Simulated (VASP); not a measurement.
# Si3N4 (P6_3/m) in VASP: single point with PBEsol

Aim: the single point of Si3N4 with PBEsol.

Everything below comes from runs of VASP 6.6.1. Logs are shortened: lines on timing, memory, paths and dates and some standing lists are left out, and cuts for length are marked.

## 1. The cell of the first run

The structure is hexagonal, space group P6_3/m (No. 176). The conventional cell has a = 7.625 Å, b = 7.625 Å, c = 2.911 Å, α = 90.00°, β = 90.00°, γ = 120.00°. Within 2.3 Å of Si (site symmetry m) lie 4 N at 1.73 to 1.74 Å. N (site symmetry m) has 3 Si at 1.74 Å within 2.3 Å. N (site symmetry -6) has 3 Si at 1.73 Å within 2.3 Å.

## 2. Single point, PBEsol

File INCAR:

```
SYSTEM = Si3N4
PREC = Accurate ; ENCUT = 520
EDIFF = 1E-7 ; ISMEAR = 0
SIGMA = 0.02 ; LREAL = .False.
LASPH = .True. ; NELM = 60
ALGO = Normal ; ISIF = 2
LWAVE = .False. ; LCHARG = .False.
GGA = PS ; NBANDS = 45
```

File KPOINTS:

```
Automatic mesh
0
Gamma
  6 6 8
  0 0 0
```

File POSCAR:

```
Si3N4
1.0
    7.6245829451      0.0000000000      0.0000000000
   -3.8122914725      6.6030825238      0.0000000000
    0.0000000000      0.0000000000      2.9105257142
Si N
6 8
Direct
    0.7676058997      0.1739756988      0.3256285714
    0.5936302009      0.7676058997      0.8256285714
    0.8260243012      0.5936302009      0.3256285714
    0.2323941003      0.8260243012      0.8256285714
    0.4063697991      0.2323941003      0.3256285714
    0.1739756988      0.4063697991      0.8256285714
    0.0296367482      0.3299982927      0.3256285714
    0.6996384555      0.0296367482      0.8256285714
    0.6700017073      0.6996384555      0.3256285714
    0.9703632518      0.6700017073      0.8256285714
    0.3003615445      0.9703632518      0.3256285714
    0.3299982927      0.3003615445      0.8256285714
    0.3333333333      0.6666666667     -0.1743714286
    0.6666666667      0.3333333333      0.3256285714
```

Potentials or basis: VASP PAW PBE potentials, release 64 (Si, N).

Started as:

```bash
$ cat potpaw_PBE.64/Si/POTCAR potpaw_PBE.64/N/POTCAR > POTCAR
$ mpirun -np 1 vasp_std > vasp.out
```

OUTCAR:

```text
SYSTEM = Si3N4
   PREC = Accurate
   ENCUT = 520
   EDIFF = 1E-7
   ISMEAR = 0
   LREAL = .False.
   LASPH = .True.
   NELM = 60
   ISIF = 2
   GGA = PS

 ion  position               nearest neighbor table
   1  0.768  0.174  0.326-  14 1.73   8 1.74   8 1.74   7 1.74   5 3.00   3 3.00   6 3.06   6 3.06
                             2 3.06   2 3.06
   2  0.594  0.768  0.826-  13 1.73   9 1.74   9 1.74   8 1.74   4 3.00   6 3.00   3 3.06   3 3.06
                             1 3.06   1 3.06
   3  0.826  0.594  0.326-  14 1.73  10 1.74  10 1.74   9 1.74   1 3.00   5 3.00   2 3.06   2 3.06
                             4 3.06   4 3.06
   4  0.232  0.826  0.826-  13 1.73  11 1.74  11 1.74  10 1.74   2 3.00   6 3.00   3 3.06   3 3.06
                             5 3.06   5 3.06
   5  0.406  0.232  0.326-  14 1.73  12 1.74  12 1.74  11 1.74   1 3.00   3 3.00   6 3.06   6 3.06
                             4 3.06   4 3.06
   6  0.174  0.406  0.826-  13 1.73   7 1.74   7 1.74  12 1.74   4 3.00   2 3.00   5 3.06   5 3.06
                             1 3.06   1 3.06
   7  0.030  0.330  0.326-   6 1.74   6 1.74   1 1.74
   8  0.700  0.030  0.826-   1 1.74   1 1.74   2 1.74
   9  0.670  0.700  0.326-   2 1.74   2 1.74   3 1.74
  10  0.970  0.670  0.826-   3 1.74   3 1.74   4 1.74
  11  0.300  0.970  0.326-   4 1.74   4 1.74   5 1.74
  12  0.330  0.300  0.826-   5 1.74   5 1.74   6 1.74
  13  0.333  0.667  0.826-   4 1.73   6 1.73   2 1.73
  14  0.667  0.333  0.326-   1 1.73   3 1.73   5 1.73

  LATTYP: Found a hexagonal cell.
 ALAT       =     7.6245829451
 C/A-ratio  =     0.3817291693

  Lattice vectors:

 A1 = (   7.6245829451,   0.0000000000,   0.0000000000)
 A2 = (  -3.8122914725,   6.6030825238,   0.0000000000)
 A3 = (   0.0000000000,   0.0000000000,   2.9105257142)

Analysis of symmetry for initial positions (statically):
=====================================================================
 Subroutine PRICEL returns:
 Original cell was already a primitive cell.

 Routine SETGRP: Setting up the symmetry group for a
 hexagonal supercell.

 Subroutine GETGRP returns: Found 12 space group operations
 (whereof  3 operations were pure point group operations)
 out of a pool of 24 trial point group operations.

The static configuration has the point symmetry C_3 .
 The point group associated with its full space group is C_6h.

Analysis of symmetry for dynamics (positions and initial velocities):
=====================================================================
 Subroutine PRICEL returns:
 Original cell was already a primitive cell.

 Routine SETGRP: Setting up the symmetry group for a
 hexagonal supercell.

 Subroutine GETGRP returns: Found 12 space group operations
 (whereof  3 operations were pure point group operations)
 out of a pool of 24 trial point group operations.

The dynamic configuration has the point symmetry C_3 .
 The point group associated with its full space group is C_6h.

 Subroutine INISYM returns: Found 12 space group operations
 (whereof  3 operations are pure point group operations),
 and found     1 'primitive' translations

----------------------------------------------------------------------------------------

                                     Primitive cell

  volume of cell :     146.5326

  direct lattice vectors                    reciprocal lattice vectors
     7.624582945  0.000000000  0.000000000     0.131154715  0.075722210  0.000000000
    -3.812291473  6.603082524  0.000000000     0.000000000  0.151444420  0.000000000
     0.000000000  0.000000000  2.910525714     0.000000000  0.000000000  0.343580541

  length of vectors
     7.624582945  7.624582945  2.910525714     0.151444420  0.151444420  0.343580541

  position of ions in fractional coordinates (direct lattice)
     0.767605900  0.173975699  0.325628571
     0.593630201  0.767605900  0.825628571
     0.826024301  0.593630201  0.325628571
     0.232394100  0.826024301  0.825628571
     0.406369799  0.232394100  0.325628571
     0.173975699  0.406369799  0.825628571
     0.029636748  0.329998293  0.325628571
     0.699638456  0.029636748  0.825628571
     0.670001707  0.699638456  0.325628571
     0.970363252  0.670001707  0.825628571
     0.300361544  0.970363252  0.325628571
[... 33 lines left out ...]
     0.000000000  0.025240737  0.000000000     0.000000000  0.166666667  0.000000000
     0.000000000  0.000000000  0.042947568     0.000000000  0.000000000  0.125000000

  Length of vectors
     0.025240737  0.025240737  0.042947568

  Shift w.r.t. Gamma in fractional coordinates (k-lattice)
     0.000000000  0.000000000  0.000000000

 Subroutine IBZKPT returns following result:
 ===========================================

 Found     40 irreducible k-points:

 Following reciprocal coordinates:
            Coordinates               Weight
  0.000000  0.000000  0.000000      1.000000
  0.166667 -0.000000  0.000000      6.000000
  0.333333  0.000000  0.000000      6.000000
  0.500000 -0.000000  0.000000      3.000000
  0.166667  0.166667  0.000000      6.000000
  0.333333  0.166667  0.000000      6.000000
[... 16 lines left out ...]
 -0.333333  0.500000 -0.250000     12.000000
  0.333333  0.333333  0.250000      4.000000
 [... further k-points ...]
   k-points           NKPTS =     40   k-points in BZ     NKDIM =     40   number of bands    NBANDS=     45
   number of dos      NEDOS =    301   number of ions     NIONS =     14
   total plane-waves  NPLWV =  86400
   dimension x,y,z NGX =    60 NGY =   60 NGZ =   24
   dimension x,y,z NGXF=   120 NGYF=  120 NGZF=   48
   ions per type =               6   8
   NGX,Y,Z   is equivalent  to a cutoff of  13.08, 13.08, 13.71 a.u.
   NGXF,Y,Z  is equivalent  to a cutoff of  26.16, 26.16, 27.42 a.u.
 SYSTEM =  Si3N4
   PREC   = accura    normal or accurate (medium, high low for compatibility)
   ISTART =      0    job   : 0-new  1-cont  2-samecut
   ICHARG =      2    charge: 1-file 2-atom 10-const
   ISPIN  =      1    spin polarized calculation?
   LNONCOLLINEAR =      F non collinear calculations
   LSORBIT =      F    spin-orbit coupling
   LASPH  =      T    aspherical Exc in radial PAW
   ENCUT  =  520.0 eV  38.22 Ry    6.18 a.u.  14.18 14.18  5.41*2*pi/ulx,y,z
   NELM   =     60;   NELMIN=  2; NELMDL= -5     # of ELM steps
   EDIFF  = 0.1E-06   stopping-criterion for ELM
   LREAL  =      F    real-space projection
   EDIFFG = 0.1E-05   stopping-criterion for IOM
   NSW    =      0    number of steps for IOM
   IBRION =     -1    ionic relax: 0-MD 1-quasi-New 2-CG
   NFREE  =      0    steps in history (QN), initial steepest desc. (CG)
   ISIF   =      2    stress and relaxation
   ISYM   =      2    0-nonsym 1-usesym 2-fastsym
   POTIM  = 0.5000    time-step for ionic-motion
   TEBEG  =    0.0;   TEEND  =   0.0 temperature during run
   PSTRESS=    0.0 pullay stress
   NELECT =      64.0000    total number of electrons
   NUPDOWN=      -1.0000    fix difference up-down
   EMIN   =  10.00;   EMAX   =-10.00  energy-range for DOS
   EFERMI =   0.00;   METHOD = LEGACY
   ISMEAR =     0;   SIGMA  =   0.02  broadening in eV -4-tet -1-fermi 0-gaus
   EFERMI_NEDOS =   21; number of points for ismear=-14 and -15
   IALGO  =     38    algorithm
   IMIX   =      4    mixing-type and parameters
     AMIX     =   0.40;   BMIX     =  1.00
     AMIX_MAG =   1.60;   BMIX_MAG =  1.00
  volume/ion in A,a.u.               =      10.47        70.63
  Fermi-wavevector in a.u.,A,eV,Ry     =   1.242100  2.347230 20.991254  1.542814
  Thomas-Fermi vector in A             =   2.376470
   LORBIT       =      0    0 simple, 1 ext, 2 COOP (PROOUT), +10 PAW based schemes
   GGA     = PS    functional components
   LHFCALC =     F    Hartree Fock is set to
   AEXX    =    0.0000 exact exchange contribution
   IVDW    =     0    specifies the selected vdW correction
   LEPSILON=     F    determine dielectric tensor
   LRPA    =     F    only Hartree local field effects (RPA)
 non-spin polarized calculation
 Gauss-broadening in eV      SIGMA  =   0.02
  energy-cutoff  :      520.00
  volume of cell :      146.53
 maximum number of plane-waves:      3972
 NGX is ok and might be reduce to    60
   NGX = 29   NGY = 29   NGZ = 11

 number of electron      64.0000004 magnetization

 Free energy of the ion-electron system (eV)
  ---------------------------------------------------
  ext. energy  EPLUGINS =         0.00000000
  ---------------------------------------------------
  free energy    TOTEN  =      -120.38615029 eV

  energy without entropy =     -120.38615029  energy(sigma->0) =     -120.38615029

 E-fermi :   6.7081     XC(G=0): -10.9916

 val. band max:        6.6046708464   @ k =   0.0000   0.0000   0.1250
 cond. band min:      10.7986381370   @ k =   0.0000   0.0000   0.0000
 fundamental gap:      4.1939672907
 Fermi energy:         6.7081381546

 k-point     1 :       0.0000    0.0000    0.0000
  band No.  band energies     occupation
      1     -11.5474      2.00000
      2     -10.0715      2.00000
      3     -10.0715      2.00000
      4      -9.4489      2.00000
      5      -9.3082      2.00000
      6      -9.3082      2.00000
[... 1117 lines left out ...]
     43      14.7522      0.00000
     44      14.7522      0.00000

 [... further k-points ...]

 [bands above 44 left out]

------------------------ aborting loop because EDIFF is reached ----------------------------------------

  FORCE on cell =-STRESS in cart. coord.  units (eV):
  Direction    XX          YY          ZZ          XY          YZ          ZX
  --------------------------------------------------------------------------------------
  -------------------------------------------------------------------------------------
  Total        0.2110177      0.2110177      0.1587143     -0.0000001      0.0000000      0.0000000
  in kB        2.3072529      2.3072529      1.7353713     -0.0000012      0.0000000      0.0000000
  external PRESSURE =       2.1166257 kB  Pullay stress =       0.0000000 kB

 VOLUME and BASIS-vectors are now :
 -----------------------------------------------------------------------------
  energy-cutoff  :      520.00
  volume of cell :      146.53
      direct lattice vectors                 reciprocal lattice vectors
     7.624582945  0.000000000  0.000000000     0.131154715  0.075722210  0.000000000
    -3.812291473  6.603082524  0.000000000     0.000000000  0.151444420  0.000000000
     0.000000000  0.000000000  2.910525714     0.000000000  0.000000000  0.343580541

 POSITION                                       TOTAL-FORCE (eV/Angst)
 -----------------------------------------------------------------------------------
      5.18943      1.14878      0.94775        -0.000203     -0.004287      0.000000
      1.59985      5.06857      2.40301         0.003611     -0.002319      0.000000
      4.03500      3.91979      0.94775         0.003814      0.001967      0.000000
     -1.37714      5.45431      2.40301         0.000203      0.004287      0.000000
      2.21245      1.53452      0.94775        -0.003611      0.002319      0.000000
     -0.22271      2.68329      2.40301        -0.003814     -0.001967      0.000000
     -1.03208      2.17901      0.94775        -0.000890     -0.000474     -0.000000
      5.22147      0.19569      2.40301        -0.000034     -0.001008      0.000000
      2.44126      4.61977      0.94775         0.000856     -0.000533      0.000000
      4.84437      4.42408      2.40301         0.000890      0.000474     -0.000000
     -1.40918      6.40739      0.94775         0.000034      0.001008      0.000000
      1.37103      1.98331      2.40301        -0.000856      0.000533     -0.000000
     -0.00000      4.40206      2.40301         0.000000      0.000000      0.000000
      3.81229      2.20103      0.94775         0.000000      0.000000      0.000000
 -----------------------------------------------------------------------------------
    total drift:                               -0.000000     -0.000000      0.000063

  FREE ENERGIE OF THE ION-ELECTRON SYSTEM (eV)
  ---------------------------------------------------
  free  energy   TOTEN  =      -120.3861502875 eV

  energy  without entropy=     -120.3861502875  energy(sigma->0) =     -120.38615029
```

It used 740 s of CPU time on 1 thread of AMD EPYC 7R13 Processor (Zen 3) (shared host).

Results:

* Free energy: -120.3862 eV
* Pressure: 0.2 GPa
* Largest force: 0.004 eV/Å
* Band gap on the k mesh: 4.19 eV, indirect (least direct gap 4.38 eV)

Forces on the atoms (eV/Å):
```
Si   0.000 -0.004  0.000
Si   0.004 -0.002  0.000
Si   0.004  0.002  0.000
Si   0.000  0.004  0.000
Si  -0.004  0.002  0.000
Si  -0.004 -0.002  0.000
N   -0.001  0.000  0.000
N    0.000 -0.001  0.000
N    0.001 -0.001  0.000
N    0.001  0.000  0.000
N    0.000  0.001  0.000
N   -0.001  0.001  0.000
N    0.000  0.000  0.000
N    0.000  0.000  0.000
```

Levels at points of the mesh, in eV from the valence-band top:
| k point | band 28 | band 29 | band 30 | band 31 | band 32 | band 33 | band 34 | band 35 | band 36 | band 37 |
| --- | --- | --- | --- | --- | --- | --- | --- | --- | --- | --- |
| (0.00, 0.00, 0.00) | -1.29 | -1.29 | -0.46 | -0.37 | -0.19 | 4.19 | 4.61 | 4.79 | 4.79 | 5.09 |
| (0.50, 0.00, 0.00) | -1.68 | -1.36 | -0.77 | -0.32 | -0.25 | 4.50 | 4.60 | 4.75 | 5.16 | 5.68 |
| (0.00, 0.00, 0.50) | -1.62 | -1.62 | -1.62 | -1.36 | -1.36 | 4.55 | 4.55 | 4.55 | 4.55 | 7.18 |
| (0.50, 0.00, 0.50) | -1.89 | -1.49 | -1.49 | -1.05 | -1.05 | 4.64 | 4.64 | 5.71 | 5.71 | 6.05 |

Caveat: the PAW data sets were made with another functional, which shifts forces and pressure a little. A k mesh can miss the band edges.
